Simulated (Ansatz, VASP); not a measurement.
**SnTe3 in VASP and in Ansatz**

```
CELL_PARAMETERS angstrom
0.00000 3.87252 3.87252
3.87252 0.00000 3.87252
3.87252 3.87252 0.00000
ATOMIC_POSITIONS crystal
Sn 0.00000 0.00000 0.00000
Te 0.25000 0.25000 0.25000
Te 0.75000 0.75000 0.75000
Te 0.50000 0.50000 0.50000
```

Alike in both runs: functional r2SCAN; k mesh 4 × 4 × 4; occupations fermi-dirac, width 0.1 eV; no spin polarisation.

Ansatz relaxed the structure, and its values are those at the end. VASP's run is a single point on that final structure, the one shown.

|  | VASP | Ansatz |
| --- | --- | --- |
| version | VASP 6.6.1 | Ansatz 0.2.0 |
| potentials or method | VASP PAW PBE potentials, release 64 (Sn_d, Te) | plane waves, PAW |
| plane-wave cutoff (eV) | 550 | 500 |
| valence electrons in the cell | 32 | 62 |

|  | VASP | Ansatz | Ansatz less VASP |
| --- | --- | --- | --- |
| pressure (GPa) | 0.0 | 0.0 | +0.03 |

VASP's potentials were made for PBE, not for r2SCAN. With one functional, cell and mesh, what is left measures potentials, basis and numerics. VASP's potentials hold 32 valence electrons a cell and Ansatz's 62, so a difference there can come from the potentials and not from the codes.

Spin-orbit coupling is off throughout.
